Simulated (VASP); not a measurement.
# LiCl (I4/mmm) in VASP: further runs

Runs on LiCl. Level: r2SCAN. Tasks: single point.

Everything below comes from runs of VASP 6.6.1. Logs are shortened: lines on timing, memory, paths and dates and some standing lists are left out, and cuts for length are marked.

### Step 1. The cell of the first run

It takes space group I4/mmm (No. 139, tetragonal). Conventional cell: a = 3.627 Å, b = 3.627 Å, c = 5.335 Å, α = 90.00°, β = 90.00°, γ = 90.00°. Within 3.4 Å of Li (site symmetry 4/mmm) lie 6 Cl at 2.56 to 2.67 Å. Cl (site symmetry 4/mmm) has 6 Li at 2.56 to 2.67 Å within 3.4 Å.

### Step 2. Single point, r2SCAN (strain +0.0400 x Voigt [1, 0, 0, 0, 0, 0])

File POSCAR:

```
LiCl
1.0
    0.0000000000      2.5647600000      2.5647600000
    2.6673504000      0.0000000000      2.5647600000
    2.6673504000      2.5647600000      0.0000000000
Li Cl
1 1
Direct
    0.0000000000      0.0000000000      0.0000000000
    0.5000000000      0.5000000000      0.5000000000
```

File INCAR.step1:

```
SYSTEM = LiCl
PREC     = Accurate       ! precision mode
ENCUT    = 520            ! plane-wave cutoff, eV
ISMEAR   = 0              ! smearing method
SIGMA    = 0.05           ! smearing width, eV
LREAL    = .FALSE.        ! projectors in reciprocal space
LASPH    = .TRUE.         ! aspherical terms in the spheres
NELM     = 80             ! most SCF steps
NBANDS   = 12             ! bands
GGA      = PE             ! functional
ALGO     = Normal         ! electronic algorithm
EDIFF    = 1E-4           ! SCF threshold, eV
LWAVE    = .TRUE.         ! write WAVECAR
LCHARG   = .FALSE.        ! write CHGCAR
```

File INCAR.step2:

```
SYSTEM = LiCl
PREC     = Accurate       ! precision mode
ENCUT    = 520            ! plane-wave cutoff, eV
EDIFF    = 1E-6           ! SCF threshold, eV
ISMEAR   = 0              ! smearing method
SIGMA    = 0.05           ! smearing width, eV
LREAL    = .FALSE.        ! projectors in reciprocal space
LASPH    = .TRUE.         ! aspherical terms in the spheres
NELM     = 80             ! most SCF steps
ALGO     = Normal         ! electronic algorithm
ISIF     = 2              ! what is computed and relaxed
LWAVE    = .FALSE.        ! write WAVECAR
LCHARG   = .FALSE.        ! write CHGCAR
METAGGA  = R2SCAN         ! meta-GGA
LMIXTAU  = .TRUE.       
NBANDS   = 12             ! bands
ISTART   = 1
```

File KPOINTS:

```
regular mesh
0
G
  8 8 8
  0 0 0
```

Potentials or basis: VASP PAW PBE potentials, release 64 (Li_sv, Cl).

Launch:

```sh
cat potpaw_PBE.64/Li_sv/POTCAR potpaw_PBE.64/Cl/POTCAR > POTCAR
cp INCAR.step1 INCAR
mpirun -np 1 vasp_std > vasp.out
cp INCAR.step2 INCAR
mpirun -np 1 vasp_std > vasp.out
```

OUTCAR:

```text
SYSTEM = LiCl
   PREC = Accurate
   ENCUT = 520
   EDIFF = 1E-6
   ISMEAR = 0
   LREAL = .FALSE.
   LASPH = .TRUE.
   NELM = 80
   ISIF = 2
   METAGGA = R2SCAN
   ISTART = 1

 ion  position               nearest neighbor table
   1  0.000  0.000  0.000-   2 2.56   2 2.56   2 2.56   2 2.56
   2  0.500  0.500  0.500-   1 2.56   1 2.56   1 2.56   1 2.56

  LATTYP: Found a body centered tetragonal cell.
 ALAT       =     3.6271183762
 C/A-ratio  =     1.4707821049

  Lattice vectors:

 A1 = (   2.6673504000,   0.0000000000,   2.5647600000)
 A2 = (   2.6673504000,   0.0000000000,  -2.5647600000)
 A3 = (  -2.6673504000,   2.5647600000,   0.0000000000)

Analysis of symmetry for initial positions (statically):
=====================================================================
 Subroutine PRICEL returns:
 Original cell was already a primitive cell.

 Routine SETGRP: Setting up the symmetry group for a
 body centered tetragonal supercell.

 Subroutine GETGRP returns: Found 16 space group operations
 (whereof 16 operations were pure point group operations)
 out of a pool of 16 trial point group operations.

The static configuration has the point symmetry D_4h.

Analysis of symmetry for dynamics (positions and initial velocities):
=====================================================================
 Subroutine PRICEL returns:
 Original cell was already a primitive cell.

 Routine SETGRP: Setting up the symmetry group for a
 body centered tetragonal supercell.

 Subroutine GETGRP returns: Found 16 space group operations
 (whereof 16 operations were pure point group operations)
 out of a pool of 16 trial point group operations.

The dynamic configuration has the point symmetry D_4h.

 Subroutine INISYM returns: Found 16 space group operations
 (whereof 16 operations are pure point group operations),
 and found     1 'primitive' translations

----------------------------------------------------------------------------------------

                                     Primitive cell

  volume of cell :      35.0916

  direct lattice vectors                    reciprocal lattice vectors
     0.000000000  2.564760000  2.564760000    -0.187451937  0.194950015  0.194950015
     2.667350400  0.000000000  2.564760000     0.187451937 -0.194950015  0.194950015
     2.667350400  2.564760000  0.000000000     0.187451937  0.194950015 -0.194950015

  length of vectors
     3.627118376  3.700371875  3.700371875     0.333390530  0.333390530  0.333390530

  position of ions in fractional coordinates (direct lattice)
     0.000000000  0.000000000  0.000000000
     0.500000000  0.500000000  0.500000000

  ion indices of the primitive-cell ions
   primitive index   ion index
                 1           1
                 2           2

----------------------------------------------------------------------------------------

 KPOINTS: regular mesh

Automatic generation of k-mesh.
 Grid dimensions read from file:
 generate k-points for:    8    8    8

 Generating k-lattice:

  Cartesian coordinates                     Fractional coordinates (reciprocal lattice)
    -0.023431492  0.024368752  0.024368752     0.125000000  0.000000000  0.000000000
     0.023431492 -0.024368752  0.024368752     0.000000000  0.125000000  0.000000000
     0.023431492  0.024368752 -0.024368752     0.000000000  0.000000000  0.125000000

  Length of vectors
     0.041673816  0.041673816  0.041673816

  Shift w.r.t. Gamma in fractional coordinates (k-lattice)
     0.000000000  0.000000000  0.000000000

 Subroutine IBZKPT returns following result:
 ===========================================

 Found     59 irreducible k-points:

 Following reciprocal coordinates:
            Coordinates               Weight
  0.000000  0.000000  0.000000      1.000000
  0.125000  0.000000  0.000000      8.000000
  0.250000  0.000000  0.000000      8.000000
  0.375000  0.000000  0.000000      8.000000
  0.500000  0.000000  0.000000      4.000000
  0.125000  0.125000  0.000000      4.000000
[... 16 lines left out ...]
  0.250000  0.125000  0.125000      4.000000
  0.375000  0.125000  0.125000      8.000000
 [... further k-points ...]
   k-points           NKPTS =     59   k-points in BZ     NKDIM =     59   number of bands    NBANDS=     12
   number of dos      NEDOS =    301   number of ions     NIONS =      2
   total plane-waves  NPLWV =  21952
   dimension x,y,z NGX =    28 NGY =   28 NGZ =   28
   dimension x,y,z NGXF=    56 NGYF=   56 NGZF=   56
   ions per type =               1   1
   NGX,Y,Z   is equivalent  to a cutoff of  12.83, 12.58, 12.58 a.u.
   NGXF,Y,Z  is equivalent  to a cutoff of  25.67, 25.16, 25.16 a.u.
 SYSTEM =  LiCl
   PREC   = accura    normal or accurate (medium, high low for compatibility)
   ISTART =      1    job   : 0-new  1-cont  2-samecut
   ICHARG =      0    charge: 1-file 2-atom 10-const
   ISPIN  =      1    spin polarized calculation?
   LNONCOLLINEAR =      F non collinear calculations
   LSORBIT =      F    spin-orbit coupling
   LASPH  =      T    aspherical Exc in radial PAW
   ENCUT  =  520.0 eV  38.22 Ry    6.18 a.u.   6.74  6.88  6.88*2*pi/ulx,y,z
   NELM   =     80;   NELMIN=  2; NELMDL=  0     # of ELM steps
   EDIFF  = 0.1E-05   stopping-criterion for ELM
   LREAL  =      F    real-space projection
   EDIFFG = 0.1E-04   stopping-criterion for IOM
   NSW    =      0    number of steps for IOM
   IBRION =     -1    ionic relax: 0-MD 1-quasi-New 2-CG
   NFREE  =      0    steps in history (QN), initial steepest desc. (CG)
   ISIF   =      2    stress and relaxation
   ISYM   =      2    0-nonsym 1-usesym 2-fastsym
   POTIM  = 0.5000    time-step for ionic-motion
   TEBEG  =    0.0;   TEEND  =   0.0 temperature during run
   PSTRESS=    0.0 pullay stress
   NELECT =      10.0000    total number of electrons
   NUPDOWN=      -1.0000    fix difference up-down
   EMIN   =  10.00;   EMAX   =-10.00  energy-range for DOS
   EFERMI =   0.00;   METHOD = LEGACY
   ISMEAR =     0;   SIGMA  =   0.05  broadening in eV -4-tet -1-fermi 0-gaus
   EFERMI_NEDOS =   21; number of points for ismear=-14 and -15
   IALGO  =     38    algorithm
   IMIX   =      4    mixing-type and parameters
     AMIX     =   0.40;   BMIX     =  1.00
     AMIX_MAG =   1.60;   BMIX_MAG =  1.00
  volume/ion in A,a.u.               =      17.55       118.40
  Fermi-wavevector in a.u.,A,eV,Ry     =   1.077309  2.035819 15.790852  1.160595
  Thomas-Fermi vector in A             =   2.213217
   LORBIT       =      0    0 simple, 1 ext, 2 COOP (PROOUT), +10 PAW based schemes
   METAGGA = R2SCAN    functional components
   LHFCALC =     F    Hartree Fock is set to
   AEXX    =    0.0000 exact exchange contribution
   IVDW    =     0    specifies the selected vdW correction
   LEPSILON=     F    determine dielectric tensor
   LRPA    =     F    only Hartree local field effects (RPA)
 non-spin polarized calculation
 Gauss-broadening in eV      SIGMA  =   0.05
  energy-cutoff  :      520.00
  volume of cell :       35.09
 maximum number of plane-waves:       974
   NGX = 13   NGY = 13   NGZ = 13

 number of electron      10.0000008 magnetization

 Free energy of the ion-electron system (eV)
  ---------------------------------------------------
  ext. energy  EPLUGINS =         0.00000000
  ---------------------------------------------------
  free energy    TOTEN  =       -12.57196458 eV

  energy without entropy =      -12.57196458  energy(sigma->0) =      -12.57196458

 E-fermi :   0.1921     XC(G=0):  -8.9796

 val. band max:       -0.0427406131   @ k =   0.0000   0.0000   0.0000
 cond. band min:       6.9580001120   @ k =   0.0000   0.0000   0.0000
 fundamental gap:      7.0007407251
 Fermi energy:         0.1920614181

 k-point     1 :       0.0000    0.0000    0.0000
  band No.  band energies     occupation
      1     -44.9821      2.00000
      2     -13.9495      2.00000
      3      -0.1343      2.00000
      4      -0.1343      2.00000
      5      -0.0427      2.00000
      6       6.9580      0.00000
      7      12.3170      0.00000
      8      12.6495      0.00000
      9      12.6495      0.00000
     10      14.8763      0.00000
     11      14.9942      0.00000
     12      15.4732      0.00000

 k-point     2 :       0.1250    0.0000    0.0000
  band No.  band energies     occupation
      1     -44.9817      2.00000
      2     -13.8784      2.00000
      3      -0.5990      2.00000
      4      -0.1622      2.00000
      5      -0.1213      2.00000
      6       7.4064      0.00000
      7      11.7650      0.00000
      8      12.3007      0.00000
      9      12.6670      0.00000
     10      13.6662      0.00000
     11      13.9184      0.00000
     12      15.9230      0.00000

 k-point     3 :       0.2500    0.0000    0.0000
  band No.  band energies     occupation
      1     -44.9810      2.00000
      2     -13.6981      2.00000
      3      -1.5985      2.00000
      4      -0.2456      2.00000
      5      -0.2263      2.00000
      6       7.8405      0.00000
      7      11.1807      0.00000
      8      11.5943      0.00000
      9      11.6196      0.00000
     10      14.5772      0.00000
     11      14.5860      0.00000
     12      16.4836      0.00000
[... 286 lines left out ...]
 k-point    23 :       0.2500    0.1250    0.1250
  band No.  band energies     occupation
      1     -44.9812      2.00000
      2     -13.7666      2.00000
      3      -1.1487      2.00000
      4      -0.4039      2.00000
      5      -0.1194      2.00000
      6       7.9833      0.00000
      7      10.9624      0.00000
      8      11.9857      0.00000
      9      12.0451      0.00000
     10      13.2977      0.00000
     11      15.0724      0.00000
     12      16.0639      0.00000

 k-point    24 :       0.3750    0.1250    0.1250
  band No.  band energies     occupation
      1     -44.9805      2.00000
      2     -13.5775      2.00000
      3      -1.9512      2.00000
      4      -0.7058      2.00000
      5      -0.1852      2.00000
      6       8.3010      0.00000
      7      10.6438      0.00000
      8      11.0382      0.00000
      9      11.6621      0.00000
     10      14.4111      0.00000
     11      16.5473      0.00000
     12      17.2041      0.00000

 [... further k-points ...]

------------------------ aborting loop because EDIFF is reached ----------------------------------------

  FORCE on cell =-STRESS in cart. coord.  units (eV):
  Direction    XX          YY          ZZ          XY          YZ          ZX
  --------------------------------------------------------------------------------------
  -------------------------------------------------------------------------------------
  Total       -0.5910523     -0.3757278     -0.3757278     -0.0000000      0.0000000      0.0000000
  in kB      -26.9856531    -17.1545916    -17.1545916     -0.0000000      0.0000000      0.0000000
  external PRESSURE =     -20.4316121 kB  Pullay stress =       0.0000000 kB

 VOLUME and BASIS-vectors are now :
 -----------------------------------------------------------------------------
  energy-cutoff  :      520.00
  volume of cell :       35.09
      direct lattice vectors                 reciprocal lattice vectors
     0.000000000  2.564760000  2.564760000    -0.187451937  0.194950015  0.194950015
     2.667350400  0.000000000  2.564760000     0.187451937 -0.194950015  0.194950015
     2.667350400  2.564760000  0.000000000     0.187451937  0.194950015 -0.194950015

 POSITION                                       TOTAL-FORCE (eV/Angst)
 -----------------------------------------------------------------------------------
      0.00000      0.00000      0.00000         0.000000     -0.000000      0.000000
      2.66735      2.56476      2.56476         0.000000      0.000000     -0.000000
 -----------------------------------------------------------------------------------
    total drift:                                0.000000      0.000000      0.000000

  FREE ENERGIE OF THE ION-ELECTRON SYSTEM (eV)
  ---------------------------------------------------
  free  energy   TOTEN  =       -12.5719645804 eV

  energy  without entropy=      -12.5719645804  energy(sigma->0) =      -12.57196458
```

It took 2.2 min on 1 thread of Intel Xeon Platinum 8175M at 2.50GHz (Skylake/Cascade Lake), shared host; peak memory 0.16 GiB.

Results:

```
Free energy            : -12.5720 eV
Band gap on the k mesh : 7.00 eV
```

Levels at points of the mesh, in eV from the valence-band top:
| k point | band 2 | band 3 | band 4 | band 5 | band 6 | band 7 | band 8 | band 9 |
| --- | --- | --- | --- | --- | --- | --- | --- | --- |
| (0.00, 0.00, 0.00) | -13.91 | -0.09 | -0.09 | 0.00 | 7.00 | 12.36 | 12.69 | 12.69 |
| (0.50, 0.00, 0.00) | -13.38 | -2.74 | -0.36 | -0.27 | 7.42 | 10.10 | 10.40 | 13.73 |
| (0.50, 0.50, 0.00) | -13.13 | -2.82 | -1.28 | -1.02 | 8.61 | 8.87 | 13.35 | 14.56 |
| (0.00, 0.50, 0.50) | -13.20 | -2.81 | -1.03 | -1.03 | 8.70 | 9.05 | 12.80 | 15.26 |

Caveat: the cell differs from its parent crystal (strain +0.0400 x Voigt [1, 0, 0, 0, 0, 0]); the cutoff is under 1.25 times the usual one of these potentials, so pressure, stress and relaxed cells hold a basis-set (Pulay) error; the PAW data sets were made with another functional, which shifts forces and pressure a little. A k mesh can miss the band edges.

### Step 3. Single point, r2SCAN (strain +0.0350 x Voigt [1, 0, 0, 0, 0, 0])

File POSCAR:

```
LiCl
1.0
    0.0000000000      2.5647600000      2.5647600000
    2.6545266000      0.0000000000      2.5647600000
    2.6545266000      2.5647600000      0.0000000000
Li Cl
1 1
Direct
    0.0000000000      0.0000000000      0.0000000000
    0.5000000000      0.5000000000      0.5000000000
```

File INCAR.step1:

```
SYSTEM = LiCl
ALGO     = Normal         ! electronic algorithm
EDIFF    = 1E-4           ! SCF threshold, eV
ENCUT    = 520            ! plane-wave cutoff, eV
GGA      = PE             ! functional
ISMEAR   = 0              ! smearing method
LASPH    = .True.         ! aspherical terms in the spheres
LCHARG   = .False.        ! write CHGCAR
LREAL    = .False.        ! projectors in reciprocal space
LWAVE    = .True.         ! write WAVECAR
NBANDS   = 12             ! bands
NELM     = 60             ! most SCF steps
PREC     = Accurate       ! precision mode
SIGMA    = 0.05           ! smearing width, eV
```

File INCAR.step2:

```
SYSTEM = LiCl
ALGO     = Normal         ! electronic algorithm
EDIFF    = 1E-6           ! SCF threshold, eV
ENCUT    = 520            ! plane-wave cutoff, eV
ISIF     = 2              ! what is computed and relaxed
ISMEAR   = 0              ! smearing method
ISTART   = 1            
LASPH    = .True.         ! aspherical terms in the spheres
LCHARG   = .False.        ! write CHGCAR
LMIXTAU  = .True.       
LREAL    = .False.        ! projectors in reciprocal space
LWAVE    = .False.        ! write WAVECAR
METAGGA  = R2SCAN         ! meta-GGA
NBANDS   = 12             ! bands
NELM     = 60             ! most SCF steps
PREC     = Accurate       ! precision mode
SIGMA    = 0.05           ! smearing width, eV
```

File KPOINTS:

```
k-points
0
Gamma
  8 8 8
  0 0 0
```

Potentials or basis: VASP PAW PBE potentials, release 64 (Li_sv, Cl).

Launch:

```sh
cat potpaw_PBE.64/Li_sv/POTCAR potpaw_PBE.64/Cl/POTCAR > POTCAR
cp INCAR.step1 INCAR
mpirun -np 1 vasp_std > vasp.out
cp INCAR.step2 INCAR
mpirun -np 1 vasp_std > vasp.out
```

Run time: 1.9 min. Hardware: 1 thread of Intel Xeon Platinum 8175M at 2.50GHz (Skylake/Cascade Lake), shared host; peak memory 0.16 GiB.

The run converged. Its results:

```yaml
Free_energy: -12.5746 eV
Band_gap_on_the_k_mesh: 7.03 eV
```

Levels at points of the mesh, in eV from the valence-band top:
```csv
k point,band 3,band 4,band 5,band 6,band 7,band 8
"(0.00, 0.00, 0.00)",-0.08,-0.08,0.00,7.03,12.39,12.69
"(0.50, 0.00, 0.00)",-2.75,-0.35,-0.27,7.44,10.12,10.39
"(0.50, 0.50, 0.00)",-2.83,-1.26,-1.03,8.62,8.87,13.38
"(0.00, 0.50, 0.50)",-2.83,-1.04,-1.04,8.71,9.03,12.89
```

Caveat: the cell differs from its parent crystal (strain +0.0350 x Voigt [1, 0, 0, 0, 0, 0]); the cutoff is under 1.25 times the usual one of these potentials, so pressure, stress and relaxed cells hold a basis-set (Pulay) error; the PAW data sets were made with another functional, which shifts forces and pressure a little. A k mesh can miss the band edges.
